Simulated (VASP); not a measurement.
# PbS (I4/mmm) in VASP: single point with PBE

Aim: the single point of PbS with PBE.

Everything below comes from runs of VASP 6.6.1. Logs are shortened: lines on timing, memory, paths and dates and some standing lists are left out, and cuts for length are marked.

## Step 1: The cell of the first run

The structure is tetragonal, space group I4/mmm (No. 139). The conventional cell has a = 4.235 Å, b = 4.235 Å, c = 5.930 Å, α = 90.00°, β = 90.00°, γ = 90.00°. Within 3.9 Å of Pb (site symmetry 4/mmm) lie 6 S at 2.96 to 2.99 Å. S (site symmetry 4/mmm) has 6 Pb at 2.96 to 2.99 Å within 3.9 Å.

## Step 2: Single point, PBE (equal xx and yy strain of +1 %)

Input file INCAR:

```
SYSTEM = PbS
  ALGO = Normal
  EDIFF = 1E-6
  ENCUT = 520
  GGA = PE
  ISIF = 2
  ISMEAR = -1
  LASPH = .True.
  LCHARG = .True.
  LELF = .True.
  LREAL = .False.
  LVHAR = .True.
  LWAVE = .False.
  NBANDS = 17
  NELM = 60
  PREC = Accurate
  SIGMA = 0.01
```

Input file KPOINTS:

```
k-points
0
Gamma
  8 8 8
  0 0 0
```

Input file POSCAR:

```
PbS
1.0
    0.0000000000      2.9946500000      2.9650000000
    2.9946500000      0.0000000000      2.9650000000
    2.9946500000      2.9946500000      0.0000000000
Pb S
1 1
Direct
    0.0000000000      0.0000000000      0.0000000000
    0.5000000000      0.5000000000      0.5000000000
```

Potentials or basis: VASP PAW PBE potentials, release 64 (Pb_d, S).

Run with:

```
$ cat potpaw_PBE.64/Pb_d/POTCAR potpaw_PBE.64/S/POTCAR > POTCAR
$ mpirun -np 1 vasp_std > vasp.out
```

OUTCAR:

```text
SYSTEM = PbS
   EDIFF = 1E-6
   ENCUT = 520
   GGA = PE
   ISIF = 2
   ISMEAR = -1
   LASPH = .True.
   LREAL = .False.
   NELM = 60
   PREC = Accurate

 ion  position               nearest neighbor table
   1  0.000  0.000  0.000-   2 2.96   2 2.96   2 2.99   2 2.99   2 2.99   2 2.99
   2  0.500  0.500  0.500-   1 2.96   1 2.96   1 2.99   1 2.99   1 2.99   1 2.99

  LATTYP: Found a body centered tetragonal cell.
 ALAT       =     4.2350746446
 C/A-ratio  =     1.4002114479

  Lattice vectors:

 A1 = (   0.0000000000,  -2.9946500000,  -2.9650000000)
 A2 = (   0.0000000000,   2.9946500000,  -2.9650000000)
 A3 = (   2.9946500000,   0.0000000000,   2.9650000000)

Analysis of symmetry for initial positions (statically):
=====================================================================
 Subroutine PRICEL returns:
 Original cell was already a primitive cell.

 Routine SETGRP: Setting up the symmetry group for a
 body centered tetragonal supercell.

 Subroutine GETGRP returns: Found 16 space group operations
 (whereof 16 operations were pure point group operations)
 out of a pool of 16 trial point group operations.

The static configuration has the point symmetry D_4h.

Analysis of symmetry for dynamics (positions and initial velocities):
=====================================================================
 Subroutine PRICEL returns:
 Original cell was already a primitive cell.

 Routine SETGRP: Setting up the symmetry group for a
 body centered tetragonal supercell.

 Subroutine GETGRP returns: Found 16 space group operations
 (whereof 16 operations were pure point group operations)
 out of a pool of 16 trial point group operations.

The dynamic configuration has the point symmetry D_4h.

 Subroutine INISYM returns: Found 16 space group operations
 (whereof 16 operations are pure point group operations),
 and found     1 'primitive' translations

----------------------------------------------------------------------------------------

                                     Primitive cell

  volume of cell :      53.1798

  direct lattice vectors                    reciprocal lattice vectors
     0.000000000  2.994650000  2.965000000    -0.166964420  0.166964420  0.168634064
     2.994650000  0.000000000  2.965000000     0.166964420 -0.166964420  0.168634064
     2.994650000  2.994650000  0.000000000     0.166964420  0.166964420 -0.168634064

  length of vectors
     4.214161082  4.214161082  4.235074645     0.290158030  0.290158030  0.290158030

  position of ions in fractional coordinates (direct lattice)
     0.000000000  0.000000000  0.000000000
     0.500000000  0.500000000  0.500000000

  ion indices of the primitive-cell ions
   primitive index   ion index
                 1           1
                 2           2

----------------------------------------------------------------------------------------

 KPOINTS: k-points

Automatic generation of k-mesh.
 Grid dimensions read from file:
 generate k-points for:    8    8    8

 Generating k-lattice:

  Cartesian coordinates                     Fractional coordinates (reciprocal lattice)
    -0.020870552  0.020870552  0.021079258     0.125000000  0.000000000  0.000000000
     0.020870552 -0.020870552  0.021079258     0.000000000  0.125000000  0.000000000
     0.020870552  0.020870552 -0.021079258    -0.000000000 -0.000000000  0.125000000

  Length of vectors
     0.036269754  0.036269754  0.036269754

  Shift w.r.t. Gamma in fractional coordinates (k-lattice)
     0.000000000  0.000000000  0.000000000

 Subroutine IBZKPT returns following result:
 ===========================================

 Found     59 irreducible k-points:

 Following reciprocal coordinates:
            Coordinates               Weight
  0.000000  0.000000  0.000000      1.000000
  0.125000  0.000000  0.000000      8.000000
  0.250000  0.000000  0.000000      8.000000
  0.375000  0.000000  0.000000      8.000000
  0.500000  0.000000  0.000000      4.000000
  0.125000  0.125000  0.000000      2.000000
[... 16 lines left out ...]
  0.250000  0.000000  0.125000     16.000000
  0.375000  0.000000  0.125000     16.000000
 [... further k-points ...]
   k-points           NKPTS =     59   k-points in BZ     NKDIM =     59   number of bands    NBANDS=     17
   number of dos      NEDOS =    301   number of ions     NIONS =      2
   total plane-waves  NPLWV =  32768
   dimension x,y,z NGX =    32 NGY =   32 NGZ =   32
   dimension x,y,z NGXF=    64 NGYF=   64 NGZF=   64
   ions per type =               1   1
   NGX,Y,Z   is equivalent  to a cutoff of  12.62, 12.62, 12.56 a.u.
   NGXF,Y,Z  is equivalent  to a cutoff of  25.25, 25.25, 25.12 a.u.
 SYSTEM =  PbS
   PREC   = accura    normal or accurate (medium, high low for compatibility)
   ISTART =      0    job   : 0-new  1-cont  2-samecut
   ICHARG =      2    charge: 1-file 2-atom 10-const
   ISPIN  =      1    spin polarized calculation?
   LNONCOLLINEAR =      F non collinear calculations
   LSORBIT =      F    spin-orbit coupling
   LASPH  =      T    aspherical Exc in radial PAW
   ENCUT  =  520.0 eV  38.22 Ry    6.18 a.u.   7.84  7.84  7.87*2*pi/ulx,y,z
   NELM   =     60;   NELMIN=  2; NELMDL= -5     # of ELM steps
   EDIFF  = 0.1E-05   stopping-criterion for ELM
   LREAL  =      F    real-space projection
   EDIFFG = 0.1E-04   stopping-criterion for IOM
   NSW    =      0    number of steps for IOM
   IBRION =     -1    ionic relax: 0-MD 1-quasi-New 2-CG
   NFREE  =      0    steps in history (QN), initial steepest desc. (CG)
   ISIF   =      2    stress and relaxation
   ISYM   =      2    0-nonsym 1-usesym 2-fastsym
   POTIM  = 0.5000    time-step for ionic-motion
   TEBEG  =    0.0;   TEEND  =   0.0 temperature during run
   PSTRESS=    0.0 pullay stress
   NELECT =      20.0000    total number of electrons
   NUPDOWN=      -1.0000    fix difference up-down
   EMIN   =  10.00;   EMAX   =-10.00  energy-range for DOS
   EFERMI =   0.00;   METHOD = LEGACY
   ISMEAR =    -1;   SIGMA  =   0.01  broadening in eV -4-tet -1-fermi 0-gaus
   EFERMI_NEDOS =   21; number of points for ismear=-14 and -15
   IALGO  =     38    algorithm
   IMIX   =      4    mixing-type and parameters
     AMIX     =   0.40;   BMIX     =  1.00
     AMIX_MAG =   1.60;   BMIX_MAG =  1.00
  volume/ion in A,a.u.               =      26.59       179.44
  Fermi-wavevector in a.u.,A,eV,Ry     =   1.181687  2.233065 18.998968  1.396385
  Thomas-Fermi vector in A             =   2.317956
   LORBIT       =      0    0 simple, 1 ext, 2 COOP (PROOUT), +10 PAW based schemes
   GGA     = PE    functional components
   LHFCALC =     F    Hartree Fock is set to
   AEXX    =    0.0000 exact exchange contribution
   IVDW    =     0    specifies the selected vdW correction
   LEPSILON=     F    determine dielectric tensor
   LRPA    =     F    only Hartree local field effects (RPA)
 non-spin polarized calculation
  energy-cutoff  :      520.00
  volume of cell :       53.18
 maximum number of plane-waves:      1451
   NGX = 15   NGY = 15   NGZ = 15

 number of electron      20.0000001 magnetization

 Free energy of the ion-electron system (eV)
  ---------------------------------------------------
  ext. energy  EPLUGINS =         0.00000000
  ---------------------------------------------------
  free energy    TOTEN  =        -8.76507551 eV

  energy without entropy =       -8.76507551  energy(sigma->0) =       -8.76507551

 E-fermi :   5.7441     XC(G=0):  -9.5924

 val. band max:        5.5545109332   @ k =   0.5000   0.0000   0.0000
 cond. band min:       5.9847394201   @ k =   0.5000   0.0000   0.0000
 fundamental gap:      0.4302284870
 Fermi energy:         5.7440508189

 k-point     1 :       0.0000    0.0000    0.0000
  band No.  band energies     occupation
      1     -11.2233      2.00000
      2     -11.2204      2.00000
      3     -11.2204      2.00000
      4     -11.2081      2.00000
      5     -11.2010      2.00000
      6      -7.8539      2.00000
[... 9 lines left out ...]
     16      12.3924      0.00000
     17      14.2865      0.00000

 k-point     2 :       0.1250    0.0000    0.0000
  band No.  band energies     occupation
      1     -11.2216      2.00000
      2     -11.2182      2.00000
      3     -11.2181      2.00000
      4     -11.2079      2.00000
      5     -11.2024      2.00000
      6      -7.7249      2.00000
[... 9 lines left out ...]
     16      12.7290      0.00000
     17      15.4268      0.00000

 k-point     3 :       0.2500    0.0000    0.0000
  band No.  band energies     occupation
      1     -11.2248      2.00000
      2     -11.2222      2.00000
      3     -11.2188      2.00000
      4     -11.1954      2.00000
      5     -11.1953      2.00000
      6      -7.3674      2.00000
[... 9 lines left out ...]
     16      13.5603      0.00000
     17      17.3486      0.00000

 k-point     4 :       0.3750    0.0000    0.0000
  band No.  band energies     occupation
      1     -11.2339      2.00000
      2     -11.2304      2.00000
      3     -11.2183      2.00000
      4     -11.1822      2.00000
      5     -11.1804      2.00000
      6      -6.9061      2.00000
[... 9 lines left out ...]
     16      14.7892      0.00000
     17      17.2866      0.00000

 k-point     5 :       0.5000    0.0000    0.0000
  band No.  band energies     occupation
      1     -11.2378      2.00000
      2     -11.2343      2.00000
      3     -11.2180      2.00000
      4     -11.1765      2.00000
      5     -11.1741      2.00000
      6      -6.6594      2.00000
[... 9 lines left out ...]
     16      15.7558      0.00000
     17      16.0854      0.00000

 k-point     6 :       0.1250    0.1250    0.0000
  band No.  band energies     occupation
      1     -11.2268      2.00000
      2     -11.2123      2.00000
      3     -11.2123      2.00000
      4     -11.2117      2.00000
      5     -11.2045      2.00000
      6      -7.6773      2.00000
[... 9 lines left out ...]
     16      13.4597      0.00000
     17      14.8212      0.00000

 k-point     7 :       0.2500    0.1250    0.0000
  band No.  band energies     occupation
      1     -11.2290      2.00000
      2     -11.2246      2.00000
      3     -11.2129      2.00000
      4     -11.2024      2.00000
      5     -11.1930      2.00000
      6      -7.3880      2.00000
[... 9 lines left out ...]
     16      14.2804      0.00000
     17      16.0400      0.00000

 k-point     8 :       0.3750    0.1250    0.0000
  band No.  band energies     occupation
      1     -11.2415      2.00000
      2     -11.2215      2.00000
      3     -11.2209      2.00000
      4     -11.1925      2.00000
      5     -11.1784      2.00000
      6      -6.9480      2.00000
[... 9 lines left out ...]
     16      15.3578      0.00000
     17      17.2089      0.00000
[... 203 lines left out ...]
      1     -11.3261      2.00000
      2     -11.2411      2.00000
      3     -11.1895      2.00000
      4     -11.1691      2.00000
      5     -11.1660      2.00000
      6      -6.2982      2.00000
[... 9 lines left out ...]
     16      17.1257      0.00000
     17      17.2891      0.00000

 k-point    20 :      -0.3750    0.3750    0.0000
  band No.  band energies     occupation
      1     -11.3079      2.00000
      2     -11.2272      2.00000
      3     -11.1998      2.00000
      4     -11.1784      2.00000
      5     -11.1704      2.00000
      6      -6.2457      2.00000
[... 9 lines left out ...]
     16      16.4423      0.00000
     17      18.2481      0.00000

 k-point    21 :       0.5000    0.5000    0.0000
  band No.  band energies     occupation
      1     -11.3438      2.00000
      2     -11.2474      2.00000
      3     -11.1830      2.00000
      4     -11.1627      2.00000
      5     -11.1627      2.00000
      6      -6.2254      2.00000
[... 9 lines left out ...]
     16      17.8282      0.00000
     17      17.8402      0.00000

 k-point    22 :       0.1250    0.0000    0.1250
  band No.  band energies     occupation
      1     -11.2237      2.00000
      2     -11.2180      2.00000
      3     -11.2158      2.00000
      4     -11.2122      2.00000
      5     -11.1991      2.00000
      6      -7.6813      2.00000
[... 9 lines left out ...]
     16      13.4734      0.00000
     17      14.8141      0.00000

 k-point    23 :       0.2500    0.0000    0.1250
  band No.  band energies     occupation
      1     -11.2327      2.00000
      2     -11.2234      2.00000
      3     -11.2118      2.00000
      4     -11.2041      2.00000
      5     -11.1917      2.00000
      6      -7.3967      2.00000
[... 9 lines left out ...]
     16      14.2640      0.00000
     17      16.0449      0.00000

 k-point    24 :       0.3750    0.0000    0.1250
  band No.  band energies     occupation
      1     -11.2452      2.00000
      2     -11.2194      2.00000
      3     -11.2180      2.00000
      4     -11.1940      2.00000
      5     -11.1792      2.00000
      6      -6.9598      2.00000
[... 9 lines left out ...]
     16      15.3191      0.00000
     17      17.2363      0.00000

 [... further k-points ...]
[... 5 lines left out ...]
  --------------------------------------------------------------------------------------
  -------------------------------------------------------------------------------------
  Total        0.2023047      0.2023047      0.6035966      0.0000000      0.0000000     -0.0000000
  in kB        6.0949440      6.0949440     18.1848824      0.0000000      0.0000000     -0.0000000
  external PRESSURE =      10.1249235 kB  Pullay stress =       0.0000000 kB

 VOLUME and BASIS-vectors are now :
 -----------------------------------------------------------------------------
  energy-cutoff  :      520.00
  volume of cell :       53.18
      direct lattice vectors                 reciprocal lattice vectors
     0.000000000  2.994650000  2.965000000    -0.166964420  0.166964420  0.168634064
     2.994650000  0.000000000  2.965000000     0.166964420 -0.166964420  0.168634064
     2.994650000  2.994650000  0.000000000     0.166964420  0.166964420 -0.168634064

 POSITION                                       TOTAL-FORCE (eV/Angst)
 -----------------------------------------------------------------------------------
      0.00000      0.00000      0.00000        -0.000000      0.000000     -0.000000
      2.99465      2.99465      2.96500         0.000000     -0.000000      0.000000
 -----------------------------------------------------------------------------------
    total drift:                                0.000000     -0.000000     -0.000000

  FREE ENERGIE OF THE ION-ELECTRON SYSTEM (eV)
  ---------------------------------------------------
  free  energy   TOTEN  =        -8.7650755128 eV

  energy  without entropy=       -8.7650755128  energy(sigma->0) =       -8.76507551
```

Run time: 31 s. Hardware: 1 thread of Intel Xeon Platinum 8259CL at 2.50GHz (Skylake/Cascade Lake), shared host; peak memory 0.2 GiB.

Results:

* Free energy: -8.7651 eV
* Pressure: 1.0 GPa
* Band gap on the k mesh: 0.43 eV, direct

Stress tensor (GPa, compression positive):
```
0.61 0.00 0.00
0.00 0.61 0.00
0.00 0.00 1.82
```

Caveat: the cell differs from its parent crystal (equal xx and yy strain of +1 %); spin-orbit coupling is left out, which moves the levels of the heavy elements. A k mesh can miss the band edges.
